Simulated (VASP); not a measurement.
# In2GaP3 (P1) in VASP: relaxation of cell and atoms with PBE

Aim: the relaxation of cell and atoms of In2GaP3 with PBE.

Everything below comes from runs of VASP 6.6.1. Logs are shortened: lines on timing, memory, paths and dates and some standing lists are left out, and cuts for length are marked.

## (1) The cell of the first run

The typed cell holds 12 atoms: a = 4.129 Å, b = 7.070 Å, c = 9.915 Å, α = 89.66°, β = 90.95°, γ = 88.54°.

## (2) Relaxation of cell and atoms, PBE

The input, INCAR:

```
SYSTEM = In2GaP3
PREC     = Accurate       ! precision mode
ENCUT    = 600            ! plane-wave cutoff, eV
EDIFF    = 1E-6           ! SCF threshold, eV
ISMEAR   = 0              ! smearing method
SIGMA    = 0.1            ! smearing width, eV
LREAL    = .False.        ! projectors in reciprocal space
LASPH    = .True.         ! aspherical terms in the spheres
NELM     = 60             ! most SCF steps
ALGO     = Normal         ! electronic algorithm
ISIF     = 3              ! what is computed and relaxed
LWAVE    = .False.        ! write WAVECAR
LCHARG   = .False.        ! write CHGCAR
GGA      = PE             ! functional
IBRION   = 2              ! ionic algorithm
NSW      = 80             ! ionic steps
EDIFFG   = -0.025         ! ionic threshold
```

The input, KPOINTS:

```
Automatic mesh
0
Gamma
  4 2 2
  0 0 0
```

The input, POSCAR:

```
In2GaP3
1.0
    4.1287007579      0.0523136076     -0.0340430530
    0.0906098264      7.0690897411      0.0210621714
   -0.0836951110      0.0298960702      9.9149877276
In Ga P
4 2 6
Direct
    0.4890417261      0.4988609820      1.0005055510
    0.0063034276      1.0081332226      0.9914463749
    0.4929774760      0.1543553134      0.3377662534
    1.0016583659      0.6626829512      0.3354722872
    0.0141757576      0.3473557536      0.6584209540
    0.5045395273      0.8300995460      0.6660040300
    1.0015246605     -0.0004280171      0.7429037258
    0.5161012704      0.5108765997      0.7290297436
   -0.0152523877      0.3351871401      0.4312904693
    0.4978116750      0.8289437464      0.4317244344
    0.4972832613      0.1609575692      0.0867706443
    0.9938352400      0.6629751930      0.0886655320
```

Potentials or basis: VASP PAW PBE potentials, release 64 (In_d, Ga_d, P).

Command:

```console
$ cat potpaw_PBE.64/In_d/POTCAR potpaw_PBE.64/Ga_d/POTCAR potpaw_PBE.64/P/POTCAR > POTCAR
$ mpirun -np 1 vasp_std > vasp.out
```

OUTCAR:

```text
SYSTEM = In2GaP3
   PREC = Accurate
   ENCUT = 600
   EDIFF = 1E-6
   ISMEAR = 0
   LREAL = .False.
   LASPH = .True.
   NELM = 60
   ISIF = 3
   GGA = PE
   IBRION = 2
   NSW = 80
   EDIFFG = -0.025

 ion  position               nearest neighbor table
   1  0.489  0.499  0.001-  12 2.50  11 2.53  12 2.56   8 2.70
   2  0.006  0.008  0.991-   7 2.47  11 2.50  11 2.54  12 2.62
   3  0.493  0.154  0.338-  10 2.48  11 2.49   9 2.59   9 2.62   4 4.02
   4  0.002  0.663  0.335-  12 2.45   9 2.50  10 2.56  10 2.56   3 4.02
   5  0.014  0.347  0.658-   9 2.26   8 2.45   8 2.49   7 2.59
   6  0.505  0.830  0.666-  10 2.32   8 2.34   7 2.50   7 2.51
   7  0.002  1.000  0.743-   2 2.47   6 2.50   6 2.51   5 2.59
   8  0.516  0.511  0.729-   6 2.34   5 2.45   5 2.49   1 2.70
   9  0.985  0.335  0.431-   5 2.26   4 2.50   3 2.59   3 2.62
  10  0.498  0.829  0.432-   6 2.32   3 2.48   4 2.56   4 2.56
  11  0.497  0.161  0.087-   3 2.49   2 2.50   1 2.53   2 2.54
  12  0.994  0.663  0.089-   4 2.45   1 2.50   1 2.56   2 2.62

  LATTYP: Found a triclinic cell.
 ALAT       =     7.0697017988
 B/A-ratio  =     1.7273005932
 C/A-ratio  =     0.5840660079
 COS(alpha) =     0.0012230212
 COS(beta)  =     0.0254587887
 COS(gamma) =     0.5837171043

  Lattice vectors:

 A1 = (   0.0906098264,   7.0690897411,   0.0210621714)
 A2 = (   0.0069147154,   7.0989858113,   9.9360498990)
 A3 = (   4.1287007579,   0.0523136076,  -0.0340430530)

Analysis of symmetry for initial positions (statically):
=====================================================================
 Subroutine PRICEL returns:
 Original cell was already a primitive cell.

 Routine SETGRP: Setting up the symmetry group for a
 triclinic supercell.

 Subroutine GETGRP returns: Found  1 space group operations
 (whereof  1 operations were pure point group operations)
 out of a pool of  2 trial point group operations.

The static configuration has the point symmetry C_1 .

Analysis of symmetry for dynamics (positions and initial velocities):
=====================================================================
 Subroutine PRICEL returns:
 Original cell was already a primitive cell.

 Routine SETGRP: Setting up the symmetry group for a
 triclinic supercell.

 Subroutine GETGRP returns: Found  1 space group operations
 (whereof  1 operations were pure point group operations)
 out of a pool of  2 trial point group operations.

The dynamic configuration has the point symmetry C_1 .

 Subroutine INISYM returns: Found  1 space group operations
 (whereof  1 operations are pure point group operations),
 and found     1 'primitive' translations

----------------------------------------------------------------------------------------

                                     Primitive cell

  volume of cell :     289.3105

  direct lattice vectors                    reciprocal lattice vectors
     4.128700758  0.052313608 -0.034043053     0.242263309 -0.003111392  0.002054392
     0.090609826  7.069089741  0.021062171    -0.001796363  0.141485270 -0.000441776
    -0.083695111  0.029896070  9.914987728     0.000835626 -0.000311237  0.100865404

  length of vectors
     4.129172507  7.069701799  9.915386038     0.242291997  0.141497363  0.100869345

  position of ions in fractional coordinates (direct lattice)
     0.489041726  0.498860982  0.000505551
     0.006303428  0.008133223  0.991446375
     0.492977476  0.154355313  0.337766253
     0.001658366  0.662682951  0.335472287
     0.014175758  0.347355754  0.658420954
     0.504539527  0.830099546  0.666004030
     0.001524661  0.999571983  0.742903726
     0.516101270  0.510876600  0.729029744
     0.984747612  0.335187140  0.431290469
     0.497811675  0.828943746  0.431724434
     0.497283261  0.160957569  0.086770644
     0.993835240  0.662975193  0.088665532

  ion indices of the primitive-cell ions
   primitive index   ion index
                 1           1
                 2           2
                 3           3
                 4           4
                 5           5
                 6           6
                 7           7
                 8           8
                 9           9
                10          10
                11          11
                12          12

----------------------------------------------------------------------------------------

 KPOINTS: Automatic mesh

Automatic generation of k-mesh.
 Grid dimensions read from file:
 generate k-points for:    4    2    2

 Generating k-lattice:

  Cartesian coordinates                     Fractional coordinates (reciprocal lattice)
     0.060565827 -0.000777848  0.000513598     0.250000000 -0.000000000  0.000000000
    -0.000898181  0.070742635 -0.000220888     0.000000000  0.500000000  0.000000000
     0.000417813 -0.000155618  0.050432702     0.000000000  0.000000000  0.500000000

  Length of vectors
     0.060572999  0.070748682  0.050434673

  Shift w.r.t. Gamma in fractional coordinates (k-lattice)
     0.000000000  0.000000000  0.000000000

 Subroutine IBZKPT returns following result:
 ===========================================

 Found     12 irreducible k-points:

 Following reciprocal coordinates:
            Coordinates               Weight
  0.000000  0.000000  0.000000      1.000000
  0.250000 -0.000000 -0.000000      2.000000
  0.500000 -0.000000 -0.000000      1.000000
 -0.000000  0.500000  0.000000      1.000000
  0.250000  0.500000 -0.000000      2.000000
  0.500000  0.500000 -0.000000      1.000000
  0.000000  0.000000  0.500000      1.000000
  0.250000  0.000000  0.500000      2.000000
  0.500000 -0.000000  0.500000      1.000000
 -0.000000  0.500000  0.500000      1.000000
  0.250000  0.500000  0.500000      2.000000
  0.500000  0.500000  0.500000      1.000000
   k-points           NKPTS =     12   k-points in BZ     NKDIM =     12   number of bands    NBANDS=     64
   number of dos      NEDOS =    301   number of ions     NIONS =     12
   total plane-waves  NPLWV = 161280
   dimension x,y,z NGX =    36 NGY =   56 NGZ =   80
   dimension x,y,z NGXF=    72 NGYF=  112 NGZF=  160
   ions per type =               4   2   6
   NGX,Y,Z   is equivalent  to a cutoff of  14.49, 13.17, 13.41 a.u.
   NGXF,Y,Z  is equivalent  to a cutoff of  28.99, 26.34, 26.83 a.u.
 SYSTEM =  In2GaP3
   PREC   = accura    normal or accurate (medium, high low for compatibility)
   ISTART =      0    job   : 0-new  1-cont  2-samecut
   ICHARG =      2    charge: 1-file 2-atom 10-const
   ISPIN  =      1    spin polarized calculation?
   LNONCOLLINEAR =      F non collinear calculations
   LSORBIT =      F    spin-orbit coupling
   LASPH  =      T    aspherical Exc in radial PAW
   ENCUT  =  600.0 eV  44.10 Ry    6.64 a.u.   8.25 14.12 19.80*2*pi/ulx,y,z
   NELM   =     60;   NELMIN=  2; NELMDL= -5     # of ELM steps
   EDIFF  = 0.1E-05   stopping-criterion for ELM
   LREAL  =      F    real-space projection
   EDIFFG = -.3E-01   stopping-criterion for IOM
   NSW    =     80    number of steps for IOM
   IBRION =      2    ionic relax: 0-MD 1-quasi-New 2-CG
   NFREE  =      1    steps in history (QN), initial steepest desc. (CG)
   ISIF   =      3    stress and relaxation
   ISYM   =      2    0-nonsym 1-usesym 2-fastsym
   POTIM  = 0.5000    time-step for ionic-motion
   TEBEG  =    0.0;   TEEND  =   0.0 temperature during run
   PSTRESS=    0.0 pullay stress
   NELECT =     108.0000    total number of electrons
   NUPDOWN=      -1.0000    fix difference up-down
   EMIN   =  10.00;   EMAX   =-10.00  energy-range for DOS
   EFERMI =   0.00;   METHOD = LEGACY
   ISMEAR =     0;   SIGMA  =   0.10  broadening in eV -4-tet -1-fermi 0-gaus
   EFERMI_NEDOS =   21; number of points for ismear=-14 and -15
   IALGO  =     38    algorithm
   IMIX   =      4    mixing-type and parameters
     AMIX     =   0.40;   BMIX     =  1.00
     AMIX_MAG =   1.60;   BMIX_MAG =  1.00
  volume/ion in A,a.u.               =      24.11       162.70
  Fermi-wavevector in a.u.,A,eV,Ry     =   1.178767  2.227547 18.905188  1.389492
  Thomas-Fermi vector in A             =   2.315090
   LORBIT       =      0    0 simple, 1 ext, 2 COOP (PROOUT), +10 PAW based schemes
   GGA     = PE    functional components
   LHFCALC =     F    Hartree Fock is set to
   AEXX    =    0.0000 exact exchange contribution
   IVDW    =     0    specifies the selected vdW correction
   LEPSILON=     F    determine dielectric tensor
   LRPA    =     F    only Hartree local field effects (RPA)
 conjugate gradient relaxation of ions
 non-spin polarized calculation
 Gauss-broadening in eV      SIGMA  =   0.10
  energy-cutoff  :      600.00
  volume of cell :      289.31
 maximum number of plane-waves:      9672
 NGX is ok and might be reduce to    36
   NGX = 17   NGY = 29   NGZ = 39

--------------------------------------- Ionic step        1  -------------------------------------------

 number of electron     108.0000020 magnetization

 Free energy of the ion-electron system (eV)
  ---------------------------------------------------
  ext. energy  EPLUGINS =         0.00000000
  ---------------------------------------------------
  free energy    TOTEN  =       -50.91527389 eV

  energy without entropy =      -50.91526021  energy(sigma->0) =      -50.91526705

------------------------ aborting loop because EDIFF is reached ----------------------------------------

  FORCE on cell =-STRESS in cart. coord.  units (eV):
  Direction    XX          YY          ZZ          XY          YZ          ZX
  --------------------------------------------------------------------------------------
  -------------------------------------------------------------------------------------
  Total       -0.0900656      2.1493040      7.6363503     -1.3890663     -0.9576167      0.6833898
  in kB       -0.4987758     11.9026674     42.2894748     -7.6925338     -5.3032020      3.7845562
  external PRESSURE =      17.8977888 kB  Pullay stress =       0.0000000 kB
[... 119 lines left out ...]
  FREE ENERGIE OF THE ION-ELECTRON SYSTEM (eV)
  ---------------------------------------------------
  free  energy   TOTEN  =       -51.2173389493 eV

  energy  without entropy=      -51.2167861939  energy(sigma->0) =      -51.21706257

[... ionic steps 4 to 15 ...]

--------------------------------------- Ionic step       16  -------------------------------------------

 number of electron     107.9999986 magnetization

------------------------ aborting loop because EDIFF is reached ----------------------------------------

  FORCE on cell =-STRESS in cart. coord.  units (eV):
  Direction    XX          YY          ZZ          XY          YZ          ZX
  --------------------------------------------------------------------------------------
  -------------------------------------------------------------------------------------
  Total        0.2364087     -0.0435005      0.2533877     -0.0179141      0.0771614      0.0403770
  in kB        1.2867577     -0.2367707      1.3791736     -0.0975053      0.4199848      0.2197697
  external PRESSURE =       0.8097202 kB  Pullay stress =       0.0000000 kB
[... 77 lines left out ...]
  energy  without entropy=      -51.3183804959  energy(sigma->0) =      -51.31844053

--------------------------------------- Ionic step       18  -------------------------------------------

 number of electron     107.9999985 magnetization

 Free energy of the ion-electron system (eV)
  ---------------------------------------------------
  ext. energy  EPLUGINS =         0.00000000
  ---------------------------------------------------
  free energy    TOTEN  =       -51.31878015 eV

  energy without entropy =      -51.31865309  energy(sigma->0) =      -51.31871662

 E-fermi :   4.8830     XC(G=0):  -9.2519

 val. band max:        4.6780740077   @ k =   0.0000   0.0000   0.0000
 cond. band min:       5.0838868884   @ k =   0.0000   0.0000   0.0000
 fundamental gap:      0.4058128808
 Fermi energy:         4.8829813903

 k-point     1 :       0.0000    0.0000    0.0000
  band No.  band energies     occupation
      1     -10.0368      2.00000
      2     -10.0326      2.00000
      3     -10.0055      2.00000
      4      -9.9780      2.00000
      5      -9.9769      2.00000
      6      -9.9590      2.00000
[... 832 lines left out ...]
  FREE ENERGIE OF THE ION-ELECTRON SYSTEM (eV)
  ---------------------------------------------------
  free  energy   TOTEN  =       -51.3187801508 eV

  energy  without entropy=      -51.3186530943  energy(sigma->0) =      -51.31871662

 reached required accuracy - stopping structural energy minimisation
```

Wall time 1.5 h (1 thread of Oxide Virtual Turin-like, shared host); peak memory 0.55 GiB.

What came out:

* Free energy: -51.3188 eV
* Relaxed volume: 24.57 Å³/atom
* Relaxed cell: a = 4.127 Å, b = 7.094 Å, c = 10.071 Å, α = 90.23°, β = 90.04°, γ = 89.97°
* Space group after relaxing (to 0.1 Å): P3m1 (No. 156)
* Energy gained by relaxing: 33.6 meV/atom
* Ionic steps: 18
* Pressure after relaxing: 0.0 GPa
* Largest force after relaxing: 0.024 eV/Å
* Band gap on the k mesh: 0.41 eV

Forces in eV/Å, atoms in the order of the input:
```
In  -0.001  0.002 -0.017
In   0.012 -0.002  0.010
In  -0.002 -0.001  0.004
In  -0.003  0.013  0.005
Ga   0.002  0.003 -0.023
Ga  -0.015 -0.009  0.010
P   -0.014 -0.013 -0.001
P    0.004 -0.006  0.016
P    0.009 -0.002  0.009
P    0.011  0.013  0.011
P   -0.010 -0.018 -0.013
P    0.008  0.020 -0.011
```

The path:
| step | energy change (eV) | largest force (eV/Å) | pressure (GPa) | volume (Å³) |
| --- | --- | --- | --- | --- |
| 1 | 0.0000 | 1.2670 | 1.79 | 289.31 |
| 2 | -0.2927 | 0.5596 | -1.15 | 300.64 |
| 3 | -0.3021 | 0.6460 | -0.78 | 298.80 |
| 4 | -0.3767 | 0.2547 | -0.16 | 295.49 |
| 5 | -0.3834 | 0.2187 | 0.13 | 294.18 |
| 6 | -0.3910 | 0.1247 | -0.02 | 294.76 |
| 7 | -0.3929 | 0.1104 | -0.10 | 295.19 |
| 8 | -0.3955 | 0.0788 | 0.02 | 294.58 |
| 9 | -0.3956 | 0.0825 | 0.06 | 294.45 |
| 10 | -0.3979 | 0.0551 | 0.04 | 294.51 |
| 11 | -0.3996 | 0.0547 | 0.01 | 294.61 |
| 12 | -0.3987 | 0.1238 | -0.03 | 294.79 |
| 13 | -0.4000 | 0.0729 | 0.00 | 294.67 |
| 14 | -0.4019 | 0.0439 | -0.02 | 294.76 |
| 15 | -0.4027 | 0.0483 | -0.04 | 294.85 |
| 16 | -0.4031 | 0.0401 | 0.08 | 294.36 |
| 17 | -0.4032 | 0.0311 | 0.04 | 294.51 |
| 18 | -0.4035 | 0.0245 | -0.03 | 294.85 |

Final structure:
```
In Ga P
1.0
     4.12680    0.00110   -0.00172
     0.00177    7.09414   -0.01435
    -0.00288   -0.02038   10.07141
In Ga P
4 2 6
Direct
  0.49905 0.50026 0.99323
  0.99949 0.00016 0.99325
  0.49897 0.16631 0.33926
  0.99904 0.66558 0.33915
  0.00044 0.33368 0.66638
  0.50304 0.83403 0.66538
  0.00272 0.00081 0.73722
  0.50057 0.50102 0.73708
  0.99889 0.33248 0.43014
  0.49907 0.83243 0.42938
  0.49976 0.16691 0.08478
  0.99896 0.66634 0.08475
```

Caveat: the k points lie up to 0.44 Å⁻¹ apart in the final cell; semilocal functionals underestimate gaps, and a narrow one can read as zero; spin-orbit coupling is left out, which moves the levels of the heavy elements. A k mesh can miss the band edges.
